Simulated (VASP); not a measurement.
# AlN in VASP: further runs

AlN is run at these levels: PBE; tasks: single point.

All numbers are computed with VASP 6.6.1; they aren't measurements. Logs are shortened: lines on timing, memory, paths and dates and some standing lists are left out, and cuts for length are marked.

## Step 1: The cell of the first run

The structure is cubic, space group Fm-3m (No. 225). The conventional cell has a = 4.058 Å, b = 4.058 Å, c = 4.058 Å, α = 90.00°, β = 90.00°, γ = 90.00°. Al (site symmetry m-3m) has 6 N at 2.03 Å within 2.7 Å. N (site symmetry m-3m) has 6 Al at 2.03 Å within 2.7 Å.

## Step 2: Single point, PBE (strain +0.5%)

INCAR reads:

```
PREC = Accurate ; ENCUT = 520
EDIFF = 1E-6 ; ISMEAR = 0
SIGMA = 0.01 ; LREAL = F
LASPH = T ; NELM = 100
ALGO = Normal ; ISIF = 2
LWAVE = F ; LCHARG = T
GGA = PE ; LELF = T
LVHAR = T ; NBANDS = 11
```

KPOINTS reads:

```
Automatic mesh
0
Gamma
  6 6 6
```

POSCAR reads:

```
AlN
1.0
    0.0000000000      2.0289627935      2.0289627935
    2.0289627935      0.0000000000      2.0289627935
    2.0289627935      2.0289627935      0.0000000000
Al N
1 1
Direct
    0.0000000000      0.0000000000      0.0000000000
    0.5000000000      0.5000000000      0.5000000000
```

Potentials or basis: VASP PAW PBE potentials, release 64 (Al, N).

Started as:

```console
$ cat potpaw_PBE.64/Al/POTCAR potpaw_PBE.64/N/POTCAR > POTCAR
$ mpirun -np 1 vasp_std > vasp.out
```

OUTCAR:

```text
PREC = Accurate
   ENCUT = 520
   EDIFF = 1E-6
   ISMEAR = 0
   LREAL = F
   LASPH = T
   NELM = 100
   ISIF = 2
   GGA = PE

 ion  position               nearest neighbor table
   1  0.000  0.000  0.000-   2 2.03   2 2.03   2 2.03   2 2.03   2 2.03   2 2.03
   2  0.500  0.500  0.500-   1 2.03   1 2.03   1 2.03   1 2.03   1 2.03   1 2.03

  LATTYP: Found a face centered cubic cell.
 ALAT       =     4.0579255870

  Lattice vectors:

 A1 = (   0.0000000000,   2.0289627935,   2.0289627935)
 A2 = (   2.0289627935,   0.0000000000,   2.0289627935)
 A3 = (   2.0289627935,   2.0289627935,   0.0000000000)

Analysis of symmetry for initial positions (statically):
=====================================================================
 Subroutine PRICEL returns:
 Original cell was already a primitive cell.

 Routine SETGRP: Setting up the symmetry group for a
 face centered cubic supercell.

 Subroutine GETGRP returns: Found 48 space group operations
 (whereof 48 operations were pure point group operations)
 out of a pool of 48 trial point group operations.

The static configuration has the point symmetry O_h .

Analysis of symmetry for dynamics (positions and initial velocities):
=====================================================================
 Subroutine PRICEL returns:
 Original cell was already a primitive cell.

 Routine SETGRP: Setting up the symmetry group for a
 face centered cubic supercell.

 Subroutine GETGRP returns: Found 48 space group operations
 (whereof 48 operations were pure point group operations)
 out of a pool of 48 trial point group operations.

The dynamic configuration has the point symmetry O_h .

 Subroutine INISYM returns: Found 48 space group operations
 (whereof 48 operations are pure point group operations),
 and found     1 'primitive' translations

----------------------------------------------------------------------------------------

                                     Primitive cell

  volume of cell :      16.7052

  direct lattice vectors                    reciprocal lattice vectors
     0.000000000  2.028962793  2.028962793    -0.246431330  0.246431330  0.246431330
     2.028962793  0.000000000  2.028962793     0.246431330 -0.246431330  0.246431330
     2.028962793  2.028962793  0.000000000     0.246431330  0.246431330 -0.246431330

  length of vectors
     2.869386700  2.869386700  2.869386700     0.426831584  0.426831584  0.426831584

  position of ions in fractional coordinates (direct lattice)
     0.000000000  0.000000000  0.000000000
     0.500000000  0.500000000  0.500000000

  ion indices of the primitive-cell ions
   primitive index   ion index
                 1           1
                 2           2

----------------------------------------------------------------------------------------

 KPOINTS: Automatic mesh

Automatic generation of k-mesh.
 Grid dimensions read from file:
 generate k-points for:    6    6    6

 Generating k-lattice:

  Cartesian coordinates                     Fractional coordinates (reciprocal lattice)
    -0.041071888  0.041071888  0.041071888     0.166666667  0.000000000  0.000000000
     0.041071888 -0.041071888  0.041071888     0.000000000  0.166666667  0.000000000
     0.041071888  0.041071888 -0.041071888     0.000000000  0.000000000  0.166666667

  Length of vectors
     0.071138597  0.071138597  0.071138597

  Shift w.r.t. Gamma in fractional coordinates (k-lattice)
     0.000000000  0.000000000  0.000000000

 Subroutine IBZKPT returns following result:
 ===========================================

 Found     16 irreducible k-points:

 Following reciprocal coordinates:
            Coordinates               Weight
  0.000000  0.000000  0.000000      1.000000
  0.166667  0.000000  0.000000      8.000000
  0.333333  0.000000  0.000000      8.000000
  0.500000  0.000000  0.000000      4.000000
  0.166667  0.166667  0.000000      6.000000
  0.333333  0.166667  0.000000     24.000000
[... 8 lines left out ...]
 -0.333333  0.333333  0.166667     24.000000
 -0.333333  0.500000  0.166667     12.000000
   k-points           NKPTS =     16   k-points in BZ     NKDIM =     16   number of bands    NBANDS=     11
   number of dos      NEDOS =    301   number of ions     NIONS =      2
   total plane-waves  NPLWV =  13824
   dimension x,y,z NGX =    24 NGY =   24 NGZ =   24
   dimension x,y,z NGXF=    48 NGYF=   48 NGZF=   48
   ions per type =               1   1
   NGX,Y,Z   is equivalent  to a cutoff of  13.91, 13.91, 13.91 a.u.
   NGXF,Y,Z  is equivalent  to a cutoff of  27.81, 27.81, 27.81 a.u.
 SYSTEM =  unknown system
   PREC   = accura    normal or accurate (medium, high low for compatibility)
   ISTART =      0    job   : 0-new  1-cont  2-samecut
   ICHARG =      2    charge: 1-file 2-atom 10-const
   ISPIN  =      1    spin polarized calculation?
   LNONCOLLINEAR =      F non collinear calculations
   LSORBIT =      F    spin-orbit coupling
   LASPH  =      T    aspherical Exc in radial PAW
   ENCUT  =  520.0 eV  38.22 Ry    6.18 a.u.   5.34  5.34  5.34*2*pi/ulx,y,z
   NELM   =    100;   NELMIN=  2; NELMDL= -5     # of ELM steps
   EDIFF  = 0.1E-05   stopping-criterion for ELM
   LREAL  =      F    real-space projection
   EDIFFG = 0.1E-04   stopping-criterion for IOM
   NSW    =      0    number of steps for IOM
   IBRION =     -1    ionic relax: 0-MD 1-quasi-New 2-CG
   NFREE  =      0    steps in history (QN), initial steepest desc. (CG)
   ISIF   =      2    stress and relaxation
   ISYM   =      2    0-nonsym 1-usesym 2-fastsym
   POTIM  = 0.5000    time-step for ionic-motion
   TEBEG  =    0.0;   TEEND  =   0.0 temperature during run
   PSTRESS=    0.0 pullay stress
   NELECT =       8.0000    total number of electrons
   NUPDOWN=      -1.0000    fix difference up-down
   EMIN   =  10.00;   EMAX   =-10.00  energy-range for DOS
   EFERMI =   0.00;   METHOD = LEGACY
   ISMEAR =     0;   SIGMA  =   0.01  broadening in eV -4-tet -1-fermi 0-gaus
   EFERMI_NEDOS =   21; number of points for ismear=-14 and -15
   IALGO  =     38    algorithm
   IMIX   =      4    mixing-type and parameters
     AMIX     =   0.40;   BMIX     =  1.00
     AMIX_MAG =   1.60;   BMIX_MAG =  1.00
  volume/ion in A,a.u.               =       8.35        56.37
  Fermi-wavevector in a.u.,A,eV,Ry     =   1.280818  2.420395 22.320285  1.640495
  Thomas-Fermi vector in A             =   2.413224
   LORBIT       =      0    0 simple, 1 ext, 2 COOP (PROOUT), +10 PAW based schemes
   GGA     = PE    functional components
   LHFCALC =     F    Hartree Fock is set to
   AEXX    =    0.0000 exact exchange contribution
   IVDW    =     0    specifies the selected vdW correction
   LEPSILON=     F    determine dielectric tensor
   LRPA    =     F    only Hartree local field effects (RPA)
 non-spin polarized calculation
 Gauss-broadening in eV      SIGMA  =   0.01
  energy-cutoff  :      520.00
  volume of cell :       16.71
 maximum number of plane-waves:       464
 NGX is ok and might be reduce to    24
   NGX = 11   NGY = 11   NGZ = 11

 number of electron       7.9999999 magnetization

 Free energy of the ion-electron system (eV)
  ---------------------------------------------------
  ext. energy  EPLUGINS =         0.00000000
  ---------------------------------------------------
  free energy    TOTEN  =       -14.53967160 eV

  energy without entropy =      -14.53967160  energy(sigma->0) =      -14.53967160

 E-fermi :   9.9307     XC(G=0): -12.2338

 val. band max:        9.8279648402   @ k =   0.0000   0.0000   0.0000
 cond. band min:      14.3249291249   @ k =   0.5000   0.5000   0.0000
 fundamental gap:      4.4969642847
 Fermi energy:         9.9307034936

 k-point     1 :       0.0000    0.0000    0.0000
  band No.  band energies     occupation
      1      -7.6282      2.00000
      2       9.8280      2.00000
      3       9.8280      2.00000
      4       9.8280      2.00000
      5      15.3492      0.00000
      6      21.9554      0.00000
      7      21.9554      0.00000
      8      21.9554      0.00000
      9      27.0672      0.00000
     10      27.5330      0.00000
     11      27.5330      0.00000

 k-point     2 :       0.1667    0.0000    0.0000
  band No.  band energies     occupation
      1      -7.0717      2.00000
      2       7.4412      2.00000
      3       9.5247      2.00000
      4       9.5247      2.00000
      5      16.5361      0.00000
      6      20.5243      0.00000
      7      22.4694      0.00000
      8      22.4694      0.00000
      9      25.2901      0.00000
     10      25.2901      0.00000
     11      27.5288      0.00000

 k-point     3 :       0.3333    0.0000    0.0000
  band No.  band energies     occupation
      1      -5.5888      2.00000
      2       3.6556      2.00000
      3       9.0015      2.00000
      4       9.0015      2.00000
      5      16.2740      0.00000
      6      21.3837      0.00000
      7      21.3837      0.00000
      8      21.8411      0.00000
      9      26.2153      0.00000
     10      27.5711      0.00000
     11      27.5711      0.00000

 k-point     4 :       0.5000    0.0000    0.0000
  band No.  band energies     occupation
      1      -4.4098      2.00000
      2       1.5910      2.00000
      3       8.7711      2.00000
      4       8.7711      2.00000
      5      15.8913      0.00000
      6      20.7348      0.00000
      7      20.7348      0.00000
      8      22.9647      0.00000
      9      25.8015      0.00000
     10      30.3798      0.00000
     11      30.3798      0.00000
[... 127 lines left out ...]
 k-point    14 :       0.5000    0.3333    0.1667
  band No.  band energies     occupation
      1      -4.4861      2.00000
      2       3.8714      2.00000
      3       6.0029      2.00000
      4       7.7379      2.00000
      5      17.9646      0.00000
      6      18.7321      0.00000
      7      19.9759      0.00000
      8      23.7648      0.00000
      9      26.5044      0.00000
     10      30.2933      0.00000
     11      33.4960      0.00000

 k-point    15 :      -0.3333    0.3333    0.1667
  band No.  band energies     occupation
      1      -3.6259      2.00000
      2       3.0969      2.00000
      3       5.1459      2.00000
      4       7.1585      2.00000
      5      17.8859      0.00000
      6      19.1105      0.00000
      7      21.3328      0.00000
      8      22.8502      0.00000
      9      27.7538      0.00000
     10      28.8806      0.00000
     11      34.5166      0.00000

 k-point    16 :      -0.3333    0.5000    0.1667
  band No.  band energies     occupation
      1      -3.3273      2.00000
      2       3.2753      2.00000
      3       5.3417      2.00000
      4       6.1898      2.00000
      5      16.6551      0.00000
      6      18.1198      0.00000
      7      22.3726      0.00000
      8      23.3475      0.00000
      9      27.6840      0.00000
     10      31.3101      0.00000
     11      34.5357      0.00000

------------------------ aborting loop because EDIFF is reached ----------------------------------------

  FORCE on cell =-STRESS in cart. coord.  units (eV):
  Direction    XX          YY          ZZ          XY          YZ          ZX
  --------------------------------------------------------------------------------------
  -------------------------------------------------------------------------------------
  Total        0.2182789      0.2182789      0.2182789      0.0000000     -0.0000000      0.0000000
  in kB       20.9348641     20.9348641     20.9348641      0.0000000     -0.0000000      0.0000000
  external PRESSURE =      20.9348641 kB  Pullay stress =       0.0000000 kB

 VOLUME and BASIS-vectors are now :
 -----------------------------------------------------------------------------
  energy-cutoff  :      520.00
  volume of cell :       16.71
      direct lattice vectors                 reciprocal lattice vectors
     0.000000000  2.028962793  2.028962793    -0.246431330  0.246431330  0.246431330
     2.028962793  0.000000000  2.028962793     0.246431330 -0.246431330  0.246431330
     2.028962793  2.028962793  0.000000000     0.246431330  0.246431330 -0.246431330

 POSITION                                       TOTAL-FORCE (eV/Angst)
 -----------------------------------------------------------------------------------
      0.00000      0.00000      0.00000         0.000000      0.000000     -0.000000
      2.02896      2.02896      2.02896        -0.000000     -0.000000      0.000000
 -----------------------------------------------------------------------------------
    total drift:                               -0.000000     -0.000000      0.000000

  FREE ENERGIE OF THE ION-ELECTRON SYSTEM (eV)
  ---------------------------------------------------
  free  energy   TOTEN  =       -14.5396715984 eV

  energy  without entropy=      -14.5396715984  energy(sigma->0) =      -14.53967160
```

It took 3.7 s on 1 thread of Intel Xeon 6975P-C, shared host; peak memory 0.13 GiB.

What came out:

```yaml
Free_energy: -14.5397 eV
Pressure: 2.1 GPa
Band_gap_on_the_k_mesh: 4.50 eV, indirect (least direct gap 5.52 eV)
```

Levels at points of the mesh, in eV from the valence-band top:
```tsv
k point	band 2	band 3	band 4	band 5	band 6	band 7
(0.00, 0.00, 0.00)	0.00	0.00	0.00	5.52	12.13	12.13
(0.50, 0.00, 0.00)	-8.24	-1.06	-1.06	6.06	10.91	10.91
(0.50, 0.50, 0.00)	-7.31	-2.77	-2.77	4.50	5.32	13.92
```

Caveat: the k points lie up to 0.45 Å⁻¹ apart; the cell differs from its parent crystal (strain +0.5%). A k mesh can miss the band edges.

(Part 1 of 3 ends here.)
